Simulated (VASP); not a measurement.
# Sr (Pm-3m) in VASP: single point with PBE

Aim: the single point of Sr with PBE.

All numbers are computed with VASP 6.6.1; they aren't measurements. Logs are shortened: lines on timing, memory, paths and dates and some standing lists are left out, and cuts for length are marked.

**1. The cell of the first run**

It takes space group Pm-3m (No. 221, cubic). Conventional cell: a = 3.879 Å, b = 3.879 Å, c = 3.879 Å, α = 90.00°, β = 90.00°, γ = 90.00°. Sr (site symmetry m-3m) has 6 Sr at 3.88 Å within 5.1 Å.

**2. Single point, PBE**

Contents of INCAR:

```
SYSTEM = Sr
ALGO = Normal
EDIFF = 1E-6
ENCUT = 520
GGA = PE
ISIF = 2
ISMEAR = -1
LASPH = .True.
LCHARG = .False.
LREAL = .False.
LWAVE = .False.
NBANDS = 11
NELM = 60
PREC = Accurate
SIGMA = 0.13605693000000002
```

Contents of KPOINTS:

```
k-points
0
Gamma
  9 9 9
  0 0 0
```

Contents of POSCAR:

```
Sr
1.0
    3.8792897343      0.0000000000      0.0000000000
    0.0000000000      3.8792897343      0.0000000000
    0.0000000000      0.0000000000      3.8792897343
Sr
1
Direct
    0.0000000000      0.0000000000      0.0000000000
```

Potentials or basis: VASP PAW PBE potentials, release 64 (Sr_sv).

On the command line:

```console
$ cat potpaw_PBE.64/Sr_sv/POTCAR > POTCAR
$ mpirun -np 1 vasp_std > vasp.out
```

OUTCAR:

```text
SYSTEM = Sr
   EDIFF = 1E-6
   ENCUT = 520
   GGA = PE
   ISIF = 2
   ISMEAR = -1
   LASPH = .True.
   LREAL = .False.
   NELM = 60
   PREC = Accurate

 ion  position               nearest neighbor table
   1  0.000  0.000  0.000-

  LATTYP: Found a simple cubic cell.
 ALAT       =     3.8792897343

  Lattice vectors:

 A1 = (   3.8792897343,   0.0000000000,   0.0000000000)
 A2 = (   0.0000000000,   3.8792897343,   0.0000000000)
 A3 = (   0.0000000000,   0.0000000000,   3.8792897343)

Analysis of symmetry for initial positions (statically):
=====================================================================
 Subroutine PRICEL returns:
 Original cell was already a primitive cell.

 Routine SETGRP: Setting up the symmetry group for a
 simple cubic supercell.

 Subroutine GETGRP returns: Found 48 space group operations
[... 9 lines left out ...]

 Routine SETGRP: Setting up the symmetry group for a
 simple cubic supercell.

 Subroutine GETGRP returns: Found 48 space group operations
[... 11 lines left out ...]
                                     Primitive cell

  volume of cell :      58.3790

  direct lattice vectors                    reciprocal lattice vectors
     3.879289734  0.000000000  0.000000000     0.257779147  0.000000000  0.000000000
     0.000000000  3.879289734  0.000000000     0.000000000  0.257779147  0.000000000
     0.000000000  0.000000000  3.879289734     0.000000000  0.000000000  0.257779147

  length of vectors
     3.879289734  3.879289734  3.879289734     0.257779147  0.257779147  0.257779147

  position of ions in fractional coordinates (direct lattice)
     0.000000000  0.000000000  0.000000000

  ion indices of the primitive-cell ions
   primitive index   ion index
                 1           1

----------------------------------------------------------------------------------------

 KPOINTS: k-points

Automatic generation of k-mesh.
 Grid dimensions read from file:
 generate k-points for:    9    9    9

 Generating k-lattice:

  Cartesian coordinates                     Fractional coordinates (reciprocal lattice)
     0.028642127  0.000000000  0.000000000     0.111111111  0.000000000  0.000000000
     0.000000000  0.028642127  0.000000000     0.000000000  0.111111111  0.000000000
     0.000000000  0.000000000  0.028642127     0.000000000  0.000000000  0.111111111

  Length of vectors
     0.028642127  0.028642127  0.028642127

  Shift w.r.t. Gamma in fractional coordinates (k-lattice)
     0.000000000  0.000000000  0.000000000

 Subroutine IBZKPT returns following result:
 ===========================================

 Found     35 irreducible k-points:

 Following reciprocal coordinates:
            Coordinates               Weight
  0.000000  0.000000  0.000000      1.000000
  0.111111  0.000000  0.000000      6.000000
  0.222222  0.000000  0.000000      6.000000
  0.333333  0.000000  0.000000      6.000000
  0.444444  0.000000  0.000000      6.000000
  0.111111  0.111111  0.000000     12.000000
[... 16 lines left out ...]
  0.333333  0.333333  0.111111     24.000000
  0.444444  0.333333  0.111111     48.000000
 [... further k-points ...]
   k-points           NKPTS =     35   k-points in BZ     NKDIM =     35   number of bands    NBANDS=     11
   number of dos      NEDOS =    301   number of ions     NIONS =      1
   total plane-waves  NPLWV =  27000
   dimension x,y,z NGX =    30 NGY =   30 NGZ =   30
   dimension x,y,z NGXF=    60 NGYF=   60 NGZF=   60
   ions per type =               1
   NGX,Y,Z   is equivalent  to a cutoff of  12.86, 12.86, 12.86 a.u.
   NGXF,Y,Z  is equivalent  to a cutoff of  25.71, 25.71, 25.71 a.u.
 SYSTEM =  Sr
   PREC   = accura    normal or accurate (medium, high low for compatibility)
   ISTART =      0    job   : 0-new  1-cont  2-samecut
   ICHARG =      2    charge: 1-file 2-atom 10-const
   ISPIN  =      1    spin polarized calculation?
   LNONCOLLINEAR =      F non collinear calculations
   LSORBIT =      F    spin-orbit coupling
   LASPH  =      T    aspherical Exc in radial PAW
   ENCUT  =  520.0 eV  38.22 Ry    6.18 a.u.   7.21  7.21  7.21*2*pi/ulx,y,z
   NELM   =     60;   NELMIN=  2; NELMDL= -5     # of ELM steps
   EDIFF  = 0.1E-05   stopping-criterion for ELM
   LREAL  =      F    real-space projection
   EDIFFG = 0.1E-04   stopping-criterion for IOM
   NSW    =      0    number of steps for IOM
   IBRION =     -1    ionic relax: 0-MD 1-quasi-New 2-CG
   NFREE  =      0    steps in history (QN), initial steepest desc. (CG)
   ISIF   =      2    stress and relaxation
   ISYM   =      2    0-nonsym 1-usesym 2-fastsym
   POTIM  = 0.5000    time-step for ionic-motion
   TEBEG  =    0.0;   TEEND  =   0.0 temperature during run
   PSTRESS=    0.0 pullay stress
   NELECT =      10.0000    total number of electrons
   NUPDOWN=      -1.0000    fix difference up-down
   EMIN   =  10.00;   EMAX   =-10.00  energy-range for DOS
   EFERMI =   0.00;   METHOD = LEGACY
   ISMEAR =    -1;   SIGMA  =   0.14  broadening in eV -4-tet -1-fermi 0-gaus
   EFERMI_NEDOS =   21; number of points for ismear=-14 and -15
   IALGO  =     38    algorithm
   IMIX   =      4    mixing-type and parameters
     AMIX     =   0.40;   BMIX     =  1.00
     AMIX_MAG =   1.60;   BMIX_MAG =  1.00
  volume/ion in A,a.u.               =      58.38       393.96
  Fermi-wavevector in a.u.,A,eV,Ry     =   0.909193  1.718125 11.247003  0.826631
  Thomas-Fermi vector in A             =   2.033208
   LORBIT       =      0    0 simple, 1 ext, 2 COOP (PROOUT), +10 PAW based schemes
   GGA     = PE    functional components
   LHFCALC =     F    Hartree Fock is set to
   AEXX    =    0.0000 exact exchange contribution
   IVDW    =     0    specifies the selected vdW correction
   LEPSILON=     F    determine dielectric tensor
   LRPA    =     F    only Hartree local field effects (RPA)
 non-spin polarized calculation
  energy-cutoff  :      520.00
  volume of cell :       58.38
 maximum number of plane-waves:      1584
 NGX is ok and might be reduce to    30
   NGX = 15   NGY = 15   NGZ = 15

 number of electron      10.0000000 magnetization

 Free energy of the ion-electron system (eV)
  ---------------------------------------------------
  ext. energy  EPLUGINS =         0.00000000
  ---------------------------------------------------
  free energy    TOTEN  =        -1.28755978 eV

  energy without entropy =       -1.20426912  energy(sigma->0) =       -1.24591445

 E-fermi :   1.2541     XC(G=0):  -7.1542

 val. band max:        1.2513480552   @ k =   0.4444   0.1111   0.1111
 cond. band min:       1.2583795647   @ k =   0.4444   0.2222   0.0000
 fundamental gap:      0.0070315094
 Fermi energy:         1.2541273038

 k-point     1 :       0.0000    0.0000    0.0000
  band No.  band energies     occupation
      1     -35.6108      2.00000
      2     -17.4703      2.00000
      3     -17.4703      2.00000
      4     -17.4703      2.00000
      5      -2.1300      2.00000
      6       1.9746      0.00998
      7       1.9746      0.00998
      8       6.0874      0.00000
      9       6.0874      0.00000
     10       6.0874      0.00000
     11       8.4839      0.00000

 k-point     2 :       0.1111    0.0000    0.0000
  band No.  band energies     occupation
      1     -35.6089      2.00000
      2     -17.5015      2.00000
      3     -17.4677      2.00000
      4     -17.4677      2.00000
      5      -1.9727      2.00000
      6       2.0306      0.00662
      7       2.0422      0.00608
      8       5.7347      0.00000
      9       5.7347      0.00000
     10       6.1083      0.00000
     11       7.7578      0.00000

 k-point     3 :       0.2222    0.0000    0.0000
  band No.  band energies     occupation
      1     -35.6040      2.00000
      2     -17.5792      2.00000
      3     -17.4611      2.00000
      4     -17.4611      2.00000
      5      -1.5277      2.00000
      6       2.1057      0.00382
      7       2.1813      0.00219
      8       5.1146      0.00000
      9       5.1146      0.00000
     10       6.1621      0.00000
     11       6.8623      0.00000

 k-point     4 :       0.3333    0.0000    0.0000
  band No.  band energies     occupation
      1     -35.5985      2.00000
      2     -17.6658      2.00000
      3     -17.4536      2.00000
      4     -17.4536      2.00000
      5      -0.8687      2.00000
      6       1.8252      0.02962
      7       2.3711      0.00054
      8       4.6066      0.00000
      9       4.6066      0.00000
     10       6.2251      0.00000
     11       6.7098      0.00000

 k-point     5 :       0.4444    0.0000    0.0000
  band No.  band energies     occupation
      1     -35.5950      2.00000
      2     -17.7213      2.00000
      3     -17.4487      2.00000
      4     -17.4487      2.00000
      5      -0.1548      1.99994
      6       1.2127      1.15111
      7       2.5086      0.00020
      8       4.3327      0.00000
      9       4.3327      0.00000
     10       6.2673      0.00000
     11       7.1817      0.00000

 k-point     6 :       0.1111    0.1111    0.0000
  band No.  band energies     occupation
      1     -35.6070      2.00000
      2     -17.5001      2.00000
      3     -17.4973      2.00000
      4     -17.4651      2.00000
      5      -1.8164      2.00000
      6       2.0874      0.00437
      7       2.1183      0.00348
      8       5.3192      0.00000
      9       5.6581      0.00000
     10       5.8892      0.00000
     11       8.1238      0.00000

 k-point     7 :       0.2222    0.1111    0.0000
  band No.  band energies     occupation
      1     -35.6022      2.00000
      2     -17.5761      2.00000
      3     -17.4917      2.00000
      4     -17.4586      2.00000
      5      -1.3751      2.00000
      6       2.1681      0.00242
      7       2.2710      0.00113
      8       4.6741      0.00000
      9       5.1367      0.00000
     10       5.8841      0.00000
     11       7.2529      0.00000

 k-point     8 :       0.3333    0.1111    0.0000
  band No.  band energies     occupation
      1     -35.5967      2.00000
      2     -17.6623      2.00000
      3     -17.4837      2.00000
      4     -17.4511      2.00000
      5      -0.7204      2.00000
      6       1.8764      0.02043
      7       2.4618      0.00028
      8       4.3049      0.00000
      9       4.6455      0.00000
     10       5.9560      0.00000
     11       6.9167      0.00000
[... 141 lines left out ...]
 k-point    19 :       0.4444    0.1111    0.1111
  band No.  band energies     occupation
      1     -35.5912      2.00000
      2     -17.7137      2.00000
      3     -17.4771      2.00000
      4     -17.4747      2.00000
      5       0.1680      1.99932
      6       1.2513      1.01021
      7       2.7181      0.00004
      8       3.8787      0.00000
      9       4.5253      0.00000
     10       5.7075      0.00000
     11       7.2707      0.00000

 k-point    20 :       0.2222    0.2222    0.1111
  band No.  band energies     occupation
      1     -35.5955      2.00000
      2     -17.5683      2.00000
      3     -17.5619      2.00000
      4     -17.4821      2.00000
      5      -0.8031      2.00000
      6       2.3674      0.00056
      7       2.5510      0.00015
      8       4.0605      0.00000
      9       4.7220      0.00000
     10       5.0488      0.00000
     11       8.2766      0.00000

 k-point    21 :       0.3333    0.2222    0.1111
  band No.  band energies     occupation
      1     -35.5901      2.00000
      2     -17.6498      2.00000
      3     -17.5560      2.00000
      4     -17.4743      2.00000
      5      -0.1844      1.99995
      6       2.0678      0.00504
      7       2.7590      0.00003
      8       3.8125      0.00000
      9       4.4929      0.00000
     10       5.0695      0.00000
     11       7.5695      0.00000

 k-point    22 :       0.4444    0.2222    0.1111
  band No.  band energies     occupation
      1     -35.5865      2.00000
      2     -17.7041      2.00000
      3     -17.5501      2.00000
      4     -17.4692      2.00000
      5       0.5517      1.98861
      6       1.3527      0.65288
      7       2.9893      0.00001
      8       3.5219      0.00000
      9       4.6940      0.00000
     10       5.1389      0.00000
     11       7.3606      0.00000

 k-point    23 :       0.3333    0.3333    0.1111
  band No.  band energies     occupation
      1     -35.5847      2.00000
      2     -17.6420      2.00000
      3     -17.6371      2.00000
      4     -17.4666      2.00000
      5       0.3405      1.99758
      6       1.9744      0.00999
      7       2.9507      0.00001
      8       3.6294      0.00000
      9       4.5520      0.00000
     10       4.8168      0.00000
     11       7.6881      0.00000

 k-point    24 :       0.4444    0.3333    0.1111
  band No.  band energies     occupation
      1     -35.5812      2.00000
      2     -17.6931      2.00000
      3     -17.6328      2.00000
      4     -17.4616      2.00000
      5       0.8489      1.90318
      6       1.6379      0.11244
      7       3.1278      0.00000
      8       3.4100      0.00000
      9       4.7673      0.00000
     10       4.8863      0.00000
     11       7.3763      0.00000

 [... further k-points ...]
[... 5 lines left out ...]
  --------------------------------------------------------------------------------------
  -------------------------------------------------------------------------------------
  Total       -0.0088226     -0.0088226     -0.0088226     -0.0000000     -0.0000000      0.0000000
  in kB       -0.2421308     -0.2421308     -0.2421308     -0.0000000     -0.0000000      0.0000000
  external PRESSURE =      -0.2421308 kB  Pullay stress =       0.0000000 kB

 VOLUME and BASIS-vectors are now :
 -----------------------------------------------------------------------------
  energy-cutoff  :      520.00
  volume of cell :       58.38
      direct lattice vectors                 reciprocal lattice vectors
     3.879289734  0.000000000  0.000000000     0.257779147  0.000000000  0.000000000
     0.000000000  3.879289734  0.000000000     0.000000000  0.257779147  0.000000000
     0.000000000  0.000000000  3.879289734     0.000000000  0.000000000  0.257779147

 POSITION                                       TOTAL-FORCE (eV/Angst)
 -----------------------------------------------------------------------------------
      0.00000      0.00000      0.00000         0.000000      0.000000      0.000000
 -----------------------------------------------------------------------------------
    total drift:                                0.000000      0.000000     -0.000000

  FREE ENERGIE OF THE ION-ELECTRON SYSTEM (eV)
  ---------------------------------------------------
  free  energy   TOTEN  =        -1.2875597759 eV

  energy  without entropy=       -1.2042691234  energy(sigma->0) =       -1.24591445
```

Wall time 26 s (1 thread of Intel Xeon 8259CL, shared host); peak memory 0.17 GiB.

Results:

- Free energy: -1.2876 eV
- Pressure: 0.0 GPa
- Band gap on the k mesh: zero (band 5 reaches 1.71 eV, above the bottom of band 6 at 1.21 eV)

Levels at points of the mesh, in eV from the Fermi level:
```csv
k point,band 1,band 2,band 3,band 4,band 5,band 6,band 7,band 8,band 9,band 10
"(0.00, 0.00, 0.00)",-36.86,-18.72,-18.72,-18.72,-3.38,0.72,0.72,4.83,4.83,4.83
```
